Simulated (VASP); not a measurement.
Ti:

```
Ti
1.0
     0.00000    2.79122    2.79122
     2.79122    0.00000    2.79122
     2.79122    2.79122    0.00000
Ti
2
Direct
  0.87500 0.87500 0.87500
  0.12500 0.12500 0.12500
```

This isn't the form of Ti at room conditions, which is hcp.

| Property | Result |
| --- | --- |
| Program | VASP 6.6.1 |
| Task | relaxation of cell and atoms |
| Functional | PBE |
| Potentials or basis | VASP PAW PBE potentials, release 64 (Ti_sv) |
| Cutoff | 600 eV |
| k mesh | 12 × 12 × 12 |
| Occupations | fermi-dirac, width 0.08 eV |
| Spin | no spin polarisation |

At the start: pressure 2.2 GPa; volume 21.75 Å³/atom.

Problem. How do energy, volume and symmetry change on relaxing?

Solution. Over 3 steps the energy falls by 8.6 meV/atom and the volume is 23.07 Å³/atom (+6.1 %); space group Fd-3m (No. 227, to 0.1 Å) before and after.

The path:
| step | energy change (eV) | largest force (eV/Å) | pressure (GPa) | volume (Å³) |
| --- | --- | --- | --- | --- |
| 1 | 0.0000 | 0.0000 | 2.18 | 43.49 |
| 2 | -0.0160 | 0.0000 | 0.57 | 45.38 |
| 3 | -0.0173 | 0.0000 | -0.02 | 46.14 |

Final structure:
```
Ti
1.0
     0.00000    2.84670    2.84670
     2.84670    0.00000    2.84670
     2.84670    2.84670    0.00000
Ti
2
Direct
  0.87500 0.87500 0.87500
  0.12500 0.12500 0.12500
```
